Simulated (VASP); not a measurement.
Wanted: the native input for a VASP 6.6.1 run.

```
Task                   : single point
Functional             : PBE
Potentials or basis    : VASP PAW PBE potentials, release 64 (Sn_d, Se)
Cutoff                 : 520 eV
k mesh                 : 6 × 6 × 6
Occupations            : gaussian, width 0.01 eV
Spin                   : no spin polarisation
Dipole correction      : no
Further INCAR settings : ALGO = Normal; EDIFF = 1e-06; NBANDS = 17
```

The structure of SnSe lies in POSCAR:

```
SnSe
1.0
    0.0000000000      2.9848894912      2.9848894912
    2.9848894912      0.0000000000      2.9848894912
    2.9848894912      2.9848894912      0.0000000000
Sn Se
1 1
Direct
    0.0000000000      0.0000000000      0.0000000000
    0.5000000000      0.5000000000      0.5000000000
```

One way to write it, as run:

INCAR

```
SYSTEM = SnSe
  PREC = Accurate
  ENCUT = 520
  EDIFF = 1E-6
  ISMEAR = 0
  SIGMA = 0.01
  LREAL = .False.
  LASPH = .True.
  NELM = 80
  ALGO = Normal
  ISIF = 2
  LWAVE = .False.
  LCHARG = .False.
  GGA = PE
  NBANDS = 17
```

KPOINTS

```
Automatic mesh
0
Gamma
  6 6 6
  0 0 0
```

Potentials or basis: VASP PAW PBE potentials, release 64 (Sn_d, Se).

Command:

```console
$ cat potpaw_PBE.64/Sn_d/POTCAR potpaw_PBE.64/Se/POTCAR > POTCAR
$ mpirun -np 1 vasp_std > vasp.out
```

Results of the run:

```yaml
Pressure: 2.0 GPa
Band_gap_on_the_k_mesh: 0.69 eV
```

Caveat: semilocal functionals underestimate gaps, and a narrow one can read as zero; spin-orbit coupling is left out, which moves the levels of the heavy elements.

Run time: 7.4 s on 1 thread of Intel(R) Xeon(R) 6975P-C (Granite Rapids), with other jobs on the host, peak memory 0.17 GiB.
